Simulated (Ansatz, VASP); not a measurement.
# Two plane-wave programs on Te

```xyz
1
Lattice="2.2904 1.3224 1.6796 -2.2904 1.3224 1.6796 0.0000 -2.6448 1.6796" Properties=species:S:1:pos:R:3 pbc="T T T"
Te    0.0000    0.0000    2.5194
```

Alike in both runs: task single point; functional r2SCAN; k mesh 9 × 9 × 9; occupations fermi-dirac, width 0.05 eV; no spin polarisation.

```csv
,VASP,Ansatz
version,VASP 6.6.1,Ansatz 0.2.0
potentials or method,"VASP PAW PBE potentials, release 64 (Te)",Ansatz PAW
plane-wave cutoff (eV),520,500
valence electrons in the cell,6,16
```

```csv
,VASP,Ansatz,Ansatz less VASP
gap on the k mesh at the Fermi level (eV),none,none,-
pressure (GPa),3.4,3.4,+0.02
"traceless stress, the component that is largest in VASP (GPa)",-0.18,-0.18,-0.001
```

VASP's potentials were made for PBE, not for r2SCAN. A gap of «none» marks a metal or a gap that the smearing closes. The functional is the same, so the differences come from potentials, cutoffs and numerics. VASP's potentials hold 6 valence electrons a cell and Ansatz's 16, so a difference there can come from the potentials and not from the codes.

Neither program's run includes spin-orbit coupling.
